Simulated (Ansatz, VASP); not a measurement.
**One calculation of PbF2, two programs**

```
Pb F
1.0
     0.00000    2.96044    2.96044
     2.96044    0.00000    2.96044
     2.96044    2.96044    0.00000
Pb F
1 2
Direct
  0.00000 0.00000 0.00000
  0.25000 0.25000 0.25000
  0.75000 0.75000 0.75000
```

Alike in both runs: task single point; functional PBE; k mesh 8 × 8 × 8; no spin polarisation.

```csv
,VASP,Ansatz
version,VASP 6.6.1,Ansatz 0.2.0
potentials or method,"VASP PAW PBE potentials, release 64 (Pb_d, F)","plane waves, PAW"
plane-wave cutoff (eV),520,420
occupations,"gaussian, width 0.01 eV",fixed
valence electrons in the cell,28,28
```

|  | VASP | Ansatz | Ansatz less VASP |
| --- | --- | --- | --- |
| gap on the k mesh at the Fermi level (eV) | 4.42 | 4.42 | +0.004 |
| pressure (GPa) | 2.7 | 2.9 | +0.20 |

Spin-orbit coupling is off throughout.
